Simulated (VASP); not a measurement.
# SrO in VASP: settings compared

The runs below take SrO through single point, with PBE, r2SCAN, HSE06.

Everything below comes from runs of VASP 6.6.1. Logs are shortened: lines on timing, memory, paths and dates and some standing lists are left out, and cuts for length are marked.

## (1) The cell of the first run

It takes space group I4/mmm (No. 139, tetragonal). Conventional cell: a = 3.618 Å, b = 3.618 Å, c = 5.183 Å, α = 90.00°, β = 90.00°, γ = 90.00°. Sr (site symmetry 4/mmm) has 6 O at 2.56 to 2.59 Å within 3.4 Å. O (site symmetry 4/mmm) has 6 Sr at 2.56 to 2.59 Å within 3.4 Å.

## (2) Single point, PBE (epitaxial xy strain -0.8%)

Input file INCAR:

```
ALGO = Normal
EDIFF = 1E-6
ENCUT = 520
GGA = PE
ISIF = 2
ISMEAR = -1
LASPH = True
LCHARG = False
LREAL = False
LWAVE = False
NBANDS = 15
NELM = 60
PREC = Accurate
SIGMA = 0.02
```

Input file KPOINTS:

```
k-points
0
Gamma
  8 8 8
```

Input file POSCAR:

```
SrO
1.0
    0.0000000000      2.5582212316      2.5916135004
    2.5582212316      0.0000000000      2.5916135004
    2.5582212316      2.5582212316      0.0000000000
Sr O
1 1
Direct
    0.0000000000      0.0000000000      0.0000000000
    0.5000000000      0.5000000000      0.5000000000
```

Potentials or basis: VASP PAW PBE potentials, release 64 (Sr_sv, O).

Launch:

```
> cat potpaw_PBE.64/Sr_sv/POTCAR potpaw_PBE.64/O/POTCAR > POTCAR
> mpirun -np 1 vasp_std > vasp.out
```

OUTCAR:

```text
EDIFF = 1E-6
   ENCUT = 520
   GGA = PE
   ISIF = 2
   ISMEAR = -1
   LASPH = True
   LREAL = False
   NELM = 60
   PREC = Accurate

 ion  position               nearest neighbor table
   1  0.000  0.000  0.000-   2 2.56   2 2.56   2 2.56   2 2.56   2 2.59   2 2.59
   2  0.500  0.500  0.500-   1 2.56   1 2.56   1 2.56   1 2.56   1 2.59   1 2.59

  LATTYP: Found a body centered tetragonal cell.
 ALAT       =     3.6178711613
 C/A-ratio  =     1.4326731853

  Lattice vectors:

 A1 = (  -2.5582212316,   0.0000000000,   2.5916135004)
 A2 = (   2.5582212316,   0.0000000000,   2.5916135004)
 A3 = (   0.0000000000,   2.5582212316,  -2.5916135004)

Analysis of symmetry for initial positions (statically):
=====================================================================
 Subroutine PRICEL returns:
 Original cell was already a primitive cell.

 Routine SETGRP: Setting up the symmetry group for a
 body centered tetragonal supercell.

 Subroutine GETGRP returns: Found 16 space group operations
 (whereof 16 operations were pure point group operations)
 out of a pool of 16 trial point group operations.

The static configuration has the point symmetry D_4h.

Analysis of symmetry for dynamics (positions and initial velocities):
=====================================================================
 Subroutine PRICEL returns:
 Original cell was already a primitive cell.

 Routine SETGRP: Setting up the symmetry group for a
 body centered tetragonal supercell.

 Subroutine GETGRP returns: Found 16 space group operations
 (whereof 16 operations were pure point group operations)
 out of a pool of 16 trial point group operations.

The dynamic configuration has the point symmetry D_4h.

 Subroutine INISYM returns: Found 16 space group operations
 (whereof 16 operations are pure point group operations),
 and found     1 'primitive' translations

----------------------------------------------------------------------------------------

                                     Primitive cell

  volume of cell :      33.9216

  direct lattice vectors                    reciprocal lattice vectors
     0.000000000  2.558221232  2.591613500    -0.195448304  0.195448304  0.192930003
     2.558221232  0.000000000  2.591613500     0.195448304 -0.195448304  0.192930003
     2.558221232  2.558221232  0.000000000     0.195448304  0.195448304 -0.192930003

  length of vectors
     3.641559612  3.641559612  3.617871161     0.337078722  0.337078722  0.337078722

  position of ions in fractional coordinates (direct lattice)
     0.000000000  0.000000000  0.000000000
     0.500000000  0.500000000  0.500000000

  ion indices of the primitive-cell ions
   primitive index   ion index
                 1           1
                 2           2

----------------------------------------------------------------------------------------

 KPOINTS: k-points

Automatic generation of k-mesh.
 Grid dimensions read from file:
 generate k-points for:    8    8    8

 Generating k-lattice:

  Cartesian coordinates                     Fractional coordinates (reciprocal lattice)
    -0.024431038  0.024431038  0.024116250     0.125000000 -0.000000000  0.000000000
     0.024431038 -0.024431038  0.024116250    -0.000000000  0.125000000  0.000000000
     0.024431038  0.024431038 -0.024116250     0.000000000  0.000000000  0.125000000

  Length of vectors
     0.042134840  0.042134840  0.042134840

  Shift w.r.t. Gamma in fractional coordinates (k-lattice)
     0.000000000  0.000000000  0.000000000

 Subroutine IBZKPT returns following result:
 ===========================================

 Found     59 irreducible k-points:

 Following reciprocal coordinates:
            Coordinates               Weight
  0.000000  0.000000  0.000000      1.000000
  0.125000 -0.000000  0.000000      8.000000
  0.250000 -0.000000  0.000000      8.000000
  0.375000 -0.000000  0.000000      8.000000
  0.500000 -0.000000  0.000000      4.000000
  0.125000  0.125000  0.000000      2.000000
[... 16 lines left out ...]
  0.250000 -0.000000  0.125000     16.000000
  0.375000  0.000000  0.125000     16.000000
 [... further k-points ...]
   k-points           NKPTS =     59   k-points in BZ     NKDIM =     59   number of bands    NBANDS=     15
   number of dos      NEDOS =    301   number of ions     NIONS =      2
   total plane-waves  NPLWV =  21952
   dimension x,y,z NGX =    28 NGY =   28 NGZ =   28
   dimension x,y,z NGXF=    56 NGYF=   56 NGZF=   56
   ions per type =               1   1
   NGX,Y,Z   is equivalent  to a cutoff of  12.78, 12.78, 12.87 a.u.
   NGXF,Y,Z  is equivalent  to a cutoff of  25.57, 25.57, 25.73 a.u.
 SYSTEM =  unknown system
   PREC   = accura    normal or accurate (medium, high low for compatibility)
   ISTART =      0    job   : 0-new  1-cont  2-samecut
   ICHARG =      2    charge: 1-file 2-atom 10-const
   ISPIN  =      1    spin polarized calculation?
   LNONCOLLINEAR =      F non collinear calculations
   LSORBIT =      F    spin-orbit coupling
   LASPH  =      T    aspherical Exc in radial PAW
   ENCUT  =  520.0 eV  38.22 Ry    6.18 a.u.   6.77  6.77  6.73*2*pi/ulx,y,z
   NELM   =     60;   NELMIN=  2; NELMDL= -5     # of ELM steps
   EDIFF  = 0.1E-05   stopping-criterion for ELM
   LREAL  =      F    real-space projection
   EDIFFG = 0.1E-04   stopping-criterion for IOM
   NSW    =      0    number of steps for IOM
   IBRION =     -1    ionic relax: 0-MD 1-quasi-New 2-CG
   NFREE  =      0    steps in history (QN), initial steepest desc. (CG)
   ISIF   =      2    stress and relaxation
   ISYM   =      2    0-nonsym 1-usesym 2-fastsym
   POTIM  = 0.5000    time-step for ionic-motion
   TEBEG  =    0.0;   TEEND  =   0.0 temperature during run
   PSTRESS=    0.0 pullay stress
   NELECT =      16.0000    total number of electrons
   NUPDOWN=      -1.0000    fix difference up-down
   EMIN   =  10.00;   EMAX   =-10.00  energy-range for DOS
   EFERMI =   0.00;   METHOD = LEGACY
   ISMEAR =    -1;   SIGMA  =   0.02  broadening in eV -4-tet -1-fermi 0-gaus
   EFERMI_NEDOS =   21; number of points for ismear=-14 and -15
   IALGO  =     38    algorithm
   IMIX   =      4    mixing-type and parameters
     AMIX     =   0.40;   BMIX     =  1.00
     AMIX_MAG =   1.60;   BMIX_MAG =  1.00
  volume/ion in A,a.u.               =      16.96       114.46
  Fermi-wavevector in a.u.,A,eV,Ry     =   1.274352  2.408176 22.095489  1.623973
  Thomas-Fermi vector in A             =   2.407125
   LORBIT       =      0    0 simple, 1 ext, 2 COOP (PROOUT), +10 PAW based schemes
   GGA     = PE    functional components
   LHFCALC =     F    Hartree Fock is set to
   AEXX    =    0.0000 exact exchange contribution
   IVDW    =     0    specifies the selected vdW correction
   LEPSILON=     F    determine dielectric tensor
   LRPA    =     F    only Hartree local field effects (RPA)
 non-spin polarized calculation
  energy-cutoff  :      520.00
  volume of cell :       33.92
 maximum number of plane-waves:       934
   NGX = 13   NGY = 13   NGZ = 13

 number of electron      15.9999997 magnetization

 Free energy of the ion-electron system (eV)
  ---------------------------------------------------
  ext. energy  EPLUGINS =         0.00000000
  ---------------------------------------------------
  free energy    TOTEN  =       -12.03818528 eV

  energy without entropy =      -12.03818528  energy(sigma->0) =      -12.03818528

 E-fermi :   2.1127     XC(G=0): -10.0355

 val. band max:        1.6881770467   @ k =   0.0000   0.0000   0.0000
 cond. band min:       4.9217142212   @ k =   0.5000   0.0000   0.5000
 fundamental gap:      3.2335371745
 Fermi energy:         2.1126760336

 k-point     1 :       0.0000    0.0000    0.0000
  band No.  band energies     occupation
      1     -30.7085      2.00000
      2     -13.4205      2.00000
      3     -12.3512      2.00000
      4     -12.3413      2.00000
      5     -12.3413      2.00000
      6       1.6424      2.00000
      7       1.6882      2.00000
      8       1.6882      2.00000
      9       5.6657      0.00000
     10       7.8233      0.00000
     11       7.9218      0.00000
     12       7.9218      0.00000
     13       9.9791      0.00000
     14      10.1468      0.00000
     15      14.3955      0.00000

 k-point     2 :       0.1250   -0.0000    0.0000
  band No.  band energies     occupation
      1     -30.6885      2.00000
      2     -13.7888      2.00000
      3     -12.3623      2.00000
      4     -12.3519      2.00000
      5     -12.0252      2.00000
      6       1.2191      2.00000
      7       1.4636      2.00000
      8       1.4874      2.00000
      9       6.3629      0.00000
     10       7.7380      0.00000
     11       8.1692      0.00000
     12       8.2237      0.00000
     13      10.3852      0.00000
     14      10.5585      0.00000
     15      15.3923      0.00000

 k-point     3 :       0.2500   -0.0000    0.0000
  band No.  band energies     occupation
      1     -30.6395      2.00000
      2     -14.3630      2.00000
      3     -12.3957      2.00000
      4     -12.3771      2.00000
      5     -11.5699      2.00000
      6       0.3940      2.00000
      7       1.0411      2.00000
      8       1.0541      2.00000
      9       7.6662      0.00000
     10       7.9124      0.00000
     11       9.0085      0.00000
     12       9.0443      0.00000
     13      11.4028      0.00000
     14      11.5844      0.00000
     15      17.3799      0.00000
[... 343 lines left out ...]
 k-point    23 :       0.2500   -0.0000    0.1250
  band No.  band energies     occupation
      1     -30.6422      2.00000
      2     -14.2140      2.00000
      3     -12.4550      2.00000
      4     -12.4304      2.00000
      5     -11.6696      2.00000
      6       0.4089      2.00000
      7       1.2730      2.00000
      8       1.3795      2.00000
      9       6.9356      0.00000
     10       7.4222      0.00000
     11       9.2461      0.00000
     12       9.3815      0.00000
     13      10.8441      0.00000
     14      11.8160      0.00000
     15      17.4143      0.00000

 k-point    24 :       0.3750    0.0000    0.1250
  band No.  band energies     occupation
      1     -30.5929      2.00000
      2     -14.6064      2.00000
      3     -12.4884      2.00000
      4     -12.4673      2.00000
      5     -11.4457      2.00000
      6       0.0231      2.00000
      7       0.8079      2.00000
      8       0.9920      2.00000
      9       7.2858      0.00000
     10       8.7175      0.00000
     11      10.1732      0.00000
     12      10.3214      0.00000
     13      12.0934      0.00000
     14      12.7458      0.00000
     15      17.4585      0.00000

 [... further k-points ...]
[... 5 lines left out ...]
  --------------------------------------------------------------------------------------
  -------------------------------------------------------------------------------------
  Total        0.8928543      0.8928543      0.5050171      0.0000000     -0.0000000     -0.0000000
  in kB       42.1710802     42.1710802     23.8528476      0.0000000     -0.0000000     -0.0000000
  external PRESSURE =      36.0650027 kB  Pullay stress =       0.0000000 kB

 VOLUME and BASIS-vectors are now :
 -----------------------------------------------------------------------------
  energy-cutoff  :      520.00
  volume of cell :       33.92
      direct lattice vectors                 reciprocal lattice vectors
     0.000000000  2.558221232  2.591613500    -0.195448304  0.195448304  0.192930003
     2.558221232  0.000000000  2.591613500     0.195448304 -0.195448304  0.192930003
     2.558221232  2.558221232  0.000000000     0.195448304  0.195448304 -0.192930003

 POSITION                                       TOTAL-FORCE (eV/Angst)
 -----------------------------------------------------------------------------------
      0.00000      0.00000      0.00000        -0.000000      0.000000      0.000000
      2.55822      2.55822      2.59161         0.000000     -0.000000      0.000000
 -----------------------------------------------------------------------------------
    total drift:                                0.000000      0.000000      0.000000

  FREE ENERGIE OF THE ION-ELECTRON SYSTEM (eV)
  ---------------------------------------------------
  free  energy   TOTEN  =       -12.0381852761 eV

  energy  without entropy=      -12.0381852761  energy(sigma->0) =      -12.03818528
```

It took 28 s on 1 thread of AMD EPYC 7R43 (Zen 3), shared host; peak memory 0.14 GiB.

What came out:

```yaml
Free_energy: -12.0382 eV
Pressure: 3.6 GPa
Band_gap_on_the_k_mesh: 3.23 eV, indirect (least direct gap 3.32 eV)
```

Levels at points of the mesh, in eV from the valence-band top:
| k point | band 4 | band 5 | band 6 | band 7 | band 8 | band 9 | band 10 | band 11 | band 12 | band 13 |
| --- | --- | --- | --- | --- | --- | --- | --- | --- | --- | --- |
| (0.00, 0.00, 0.00) | -14.03 | -14.03 | -0.05 | 0.00 | 0.00 | 3.98 | 6.14 | 6.23 | 6.23 | 8.29 |
| (0.50, 0.00, 0.00) | -14.10 | -12.84 | -2.19 | -1.16 | -1.16 | 6.54 | 8.46 | 8.83 | 8.86 | 11.85 |
| (0.50, 0.50, 0.00) | -14.38 | -14.38 | -0.50 | -0.08 | -0.08 | 3.28 | 7.80 | 10.18 | 10.35 | 11.09 |
| (0.50, 0.00, 0.50) | -14.42 | -14.40 | -0.42 | -0.14 | -0.08 | 3.23 | 7.80 | 10.17 | 10.40 | 11.01 |

Caveat: the cell differs from its parent crystal (epitaxial xy strain -0.8%).

## (3) Single point, r2SCAN (epitaxial xy strain -0.8%)

POSCAR is that of step 2.

Input file INCAR.step1:

```
SYSTEM = SrO
PREC = Accurate ; ENCUT = 520
ISMEAR = 0 ; SIGMA = 0.01
LREAL = .FALSE. ; LASPH = .TRUE.
NELM = 60 ; NBANDS = 15
GGA = PE ; ALGO = Normal
EDIFF = 1E-4 ; LWAVE = .TRUE.
LCHARG = .FALSE.
```

Input file INCAR.step2:

```
SYSTEM = SrO
PREC = Accurate ; ENCUT = 520
EDIFF = 1E-7 ; ISMEAR = 0
SIGMA = 0.01 ; LREAL = .FALSE.
LASPH = .TRUE. ; NELM = 60
ALGO = Normal ; ISIF = 2
LWAVE = .FALSE. ; LCHARG = .FALSE.
METAGGA = R2SCAN ; LMIXTAU = .TRUE.
NBANDS = 15 ; ISTART = 1
```

Input file KPOINTS:

```
regular mesh
0
G
  8 8 8
  0 0 0
```

Potentials or basis: VASP PAW PBE potentials, release 64 (Sr_sv, O).

Launch:

```
> cat potpaw_PBE.64/Sr_sv/POTCAR potpaw_PBE.64/O/POTCAR > POTCAR
> cp INCAR.step1 INCAR
> mpirun -np 1 vasp_std > vasp.out
> cp INCAR.step2 INCAR
> mpirun -np 1 vasp_std > vasp.out
```

It took 2.7 min on 1 thread of AMD EPYC 7R43 (Zen 3), shared host; peak memory 0.15 GiB.

Results (log left out):

| Quantity | Value |
| --- | --- |
| Free energy | -27.0506 eV |
| Pressure | 1.8 GPa |
| Band gap on the k mesh | 3.71 eV, indirect (least direct gap 3.79 eV) |

Stress tensor (GPa, compression positive):
```
2.42 0.00 0.00
0.00 2.42 0.00
0.00 0.00 0.50
```

Levels at points of the mesh, in eV from the valence-band top:
| k point | band 6 | band 7 | band 8 | band 9 | band 10 | band 11 |
| --- | --- | --- | --- | --- | --- | --- |
| (0.00, 0.00, 0.00) | -0.05 | 0.00 | 0.00 | 4.65 | 6.70 | 6.80 |
| (0.50, 0.00, 0.00) | -2.14 | -1.15 | -1.15 | 7.11 | 9.08 | 9.47 |
| (0.50, 0.50, 0.00) | -0.49 | -0.08 | -0.08 | 3.76 | 8.52 | 10.93 |
| (0.50, 0.00, 0.50) | -0.41 | -0.14 | -0.08 | 3.71 | 8.52 | 10.92 |

Caveat: the cell differs from its parent crystal (epitaxial xy strain -0.8%); the PAW data sets were made with another functional, which shifts forces and pressure a little. A k mesh can miss the band edges.

## (4) Single point, HSE06 (strain -3.1%)

Input file POSCAR:

```
SrO
1.0
    0.0000000000      2.4988837081      2.4988837081
    2.4988837081      0.0000000000      2.4988837081
    2.4988837081      2.4988837081      0.0000000000
Sr O
1 1
Direct
    0.0000000000      0.0000000000      0.0000000000
    0.5000000000      0.5000000000      0.5000000000
```

Input file INCAR.step1:

```
SYSTEM = SrO
PREC     = Accurate       ! precision mode
ENCUT    = 520            ! plane-wave cutoff, eV
EDIFF    = 1E-5           ! SCF threshold, eV
ISMEAR   = 0              ! smearing method
SIGMA    = 0.01           ! smearing width, eV
LREAL    = .FALSE.        ! projectors in reciprocal space
LASPH    = .TRUE.         ! aspherical terms in the spheres
NELM     = 60             ! most SCF steps
ALGO     = Normal         ! electronic algorithm
ISIF     = 2              ! what is computed and relaxed
LWAVE    = .TRUE.         ! write WAVECAR
LCHARG   = .FALSE.        ! write CHGCAR
NBANDS   = 15             ! bands
GGA      = PE             ! functional
```

Input file INCAR.step2:

```
SYSTEM = SrO
PREC     = Accurate       ! precision mode
ENCUT    = 520            ! plane-wave cutoff, eV
EDIFF    = 1E-6           ! SCF threshold, eV
ISMEAR   = 0              ! smearing method
SIGMA    = 0.01           ! smearing width, eV
LREAL    = .FALSE.        ! projectors in reciprocal space
LASPH    = .TRUE.         ! aspherical terms in the spheres
NELM     = 60             ! most SCF steps
ALGO     = Normal         ! electronic algorithm
ISIF     = 2              ! what is computed and relaxed
LWAVE    = .FALSE.        ! write WAVECAR
LCHARG   = .FALSE.        ! write CHGCAR
GGA      = PE             ! functional
LHFCALC  = .TRUE.         ! exact exchange
HFSCREEN = 0.2079         ! screening, 1/A
PRECFOCK = Normal       
NBANDS   = 15             ! bands
ISTART   = 1
```

Input file KPOINTS:

```
regular mesh
0
G
  6 6 6
  0 0 0
```

Launch:

```
> cat potpaw_PBE.64/Sr_sv/POTCAR potpaw_PBE.64/O/POTCAR > POTCAR
> cp INCAR.step1 INCAR
> mpirun -np 1 vasp_std > vasp.out
> cp INCAR.step2 INCAR
> mpirun -np 1 vasp_std > vasp.out
```

Wall time 23 min (1 thread of AMD EPYC 7R43 (Zen 3), shared host); peak memory 0.24 GiB.

Results (log left out):

* Free energy: -14.0780 eV
* Pressure: 11.3 GPa
* Band gap on the k mesh: 4.70 eV, indirect (least direct gap 4.72 eV)

Levels at points of the mesh, in eV from the valence-band top:
```csv
k point,band 6,band 7,band 8,band 9,band 10,band 11
"(0.00, 0.00, 0.00)",0.00,0.00,0.00,6.17,8.08,8.08
"(0.50, 0.00, 0.00)",-2.44,-1.39,-1.39,8.67,10.75,11.26
"(0.50, 0.50, 0.00)",-0.29,-0.03,-0.03,4.70,10.29,12.65
```

Caveat: the cell differs from its parent crystal (strain -3.1%); the PAW data sets were made with another functional, which shifts forces and pressure a little.

## (5) The runs side by side

```csv
level,cell,k mesh,smearing,grid for exact exchange (PRECFOCK),screening parameter,gap on the mesh (eV),pressure (GPa)
PBE,"a = 3.642, b = 3.642, c = 3.618 Å, angles 60.2, 60.2, 59.6°, 2 atoms",8 × 8 × 8,fermi-dirac 0.02 eV,-,-,3.23,3.6
r2SCAN,"a = 3.642, b = 3.642, c = 3.618 Å, angles 60.2, 60.2, 59.6°, 2 atoms",8 × 8 × 8,gaussian 0.01 eV,-,-,3.71,1.8
HSE06,"a = 3.534 Å, angles 60.0°, 2 atoms",6 × 6 × 6,gaussian 0.01 eV,Normal,0.2079 1/Å,4.70,11.3
```

Alike in all rows: task single point; potentials or basis VASP PAW PBE potentials, release 64 (Sr_sv, O); no spin polarisation; cutoff (eV) 520.

Caveats: the PAW data sets were made with another functional, which shifts forces and pressure a little (some runs).

Absolute energies hang on the potentials; compare differences alone.
